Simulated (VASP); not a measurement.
Write the native input for VASP 6.6.1 that does the following.

```
Task                      : relaxation of the atoms
Functional                : PBE
Potentials or basis       : VASP PAW PBE potentials, release 64 (W_sv, O)
Cutoff                    : 520 eV
k mesh                    : 10 × 10 × 1
Occupations               : gaussian, width 0.1 eV
Spin                      : no spin polarisation
Dipole correction         : yes
Atoms held fixed (from 0) : [0, 1, 2, 3]
Further INCAR settings    : ALGO = Fast; EDIFF = 1e-06; IBRION = 2; EDIFFG = -0.025; NSW = 36
```

The structure of W3O lies in POSCAR:

```
W3O
1.0
    2.7571643597      0.0000000000      0.0000000000
   -0.9190547866      2.5994794874      0.0000000000
    0.0000000000      0.0000000000     19.8562161029
W O
3 1
Selective dynamics
Direct
    0.5000000000      0.5000000000      0.2014482507  F F F
    0.0000000000      0.0000000000      0.3111437107  F F F
    0.5000000000      0.5000000000      0.4208362792  F F F
    0.6666666667      0.8333333333      0.5024228207  F F T
```

These files were run (other wordings do the same):

INCAR

```
SYSTEM = W3O
PREC     = Accurate       ! precision mode
ENCUT    = 520            ! plane-wave cutoff, eV
EDIFF    = 1E-6           ! SCF threshold, eV
ISMEAR   = 0              ! smearing method
SIGMA    = 0.1            ! smearing width, eV
LREAL    = .False.        ! projectors in reciprocal space
LASPH    = .True.         ! aspherical terms in the spheres
NELM     = 80             ! most SCF steps
ALGO     = Fast           ! electronic algorithm
ISIF     = 2              ! what is computed and relaxed
LWAVE    = .False.        ! write WAVECAR
LCHARG   = .False.        ! write CHGCAR
LDIPOL   = .True.       
IDIPOL   = 3            
DIPOL    = 0.5 0.5 0.359
GGA      = PE             ! functional
IBRION   = 2              ! ionic algorithm
NSW      = 36             ! ionic steps
EDIFFG   = -0.025         ! ionic threshold
```

KPOINTS

```
regular mesh
0
Gamma
  10 10 1
  0 0 0
```

Potentials or basis: VASP PAW PBE potentials, release 64 (W_sv, O).

Command:

```bash
$ cat potpaw_PBE.64/W_sv/POTCAR potpaw_PBE.64/O/POTCAR > POTCAR
$ mpirun -np 1 vasp_std > vasp.out
```

It gave:

| Property | Result |
| --- | --- |
| Energy gained by relaxing | 20.2 meV/atom |
| Ionic steps | 3 |
| Band gap on the k mesh | zero (bands 24 and 25 overlap by 1.71 eV) |

Caveat: spin-orbit coupling is left out, which moves the levels of the heavy elements.

It took 15 min on 1 thread of Oxide Virtual Turin-like Processor, on a shared host, peak memory 0.36 GiB.
